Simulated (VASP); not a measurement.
Wanted: the native input for a VASP 6.6.1 run.

- Task: single point
- Functional: BLYP
- Potentials or basis: VASP PAW PBE potentials, release 64 (Li_sv)
- Cutoff: 520 eV
- k mesh: 21 × 21 × 21
- Occupations: fermi-dirac, width 0.1 eV
- Spin: no spin polarisation
- Dipole correction: no
- Further INCAR settings: ALGO = Normal; EDIFF = 1e-06; NBANDS = 8

The structure of Li lies in POSCAR:

```
Li
1.0
   -1.6641696911      1.6641696911      1.6641696911
    1.6641696911     -1.6641696911      1.6641696911
    1.6641696911      1.6641696911     -1.6641696911
Li
1
Direct
    0.0000000000      0.0000000000      0.0000000000
```

This cell differs from its parent crystal: volume scaled by 0.92.

These files were run (other wordings do the same):

INCAR

```
PREC = Accurate ; ENCUT = 520
EDIFF = 1E-6 ; ISMEAR = -1
SIGMA = 0.1 ; LREAL = F
LASPH = T ; NELM = 60
ALGO = Normal ; ISIF = 2
LWAVE = F ; LCHARG = F
GGA = B5 ; ALDAX = 1.0
AGGAX = 1.0 ; AGGAC = 1.0
ALDAC = 0.0 ; NBANDS = 8
```

KPOINTS

```
Automatic mesh
0
Gamma
  21 21 21
```

Potentials or basis: VASP PAW PBE potentials, release 64 (Li_sv).

The run is started by

```bash
$ cat potpaw_PBE.64/Li_sv/POTCAR > POTCAR
$ mpirun -np 1 vasp_std > vasp.out
```

Run time: 19 s on 1 thread of AMD EPYC 9R14 (Zen 4) (shared host), peak memory 0.12 GiB.
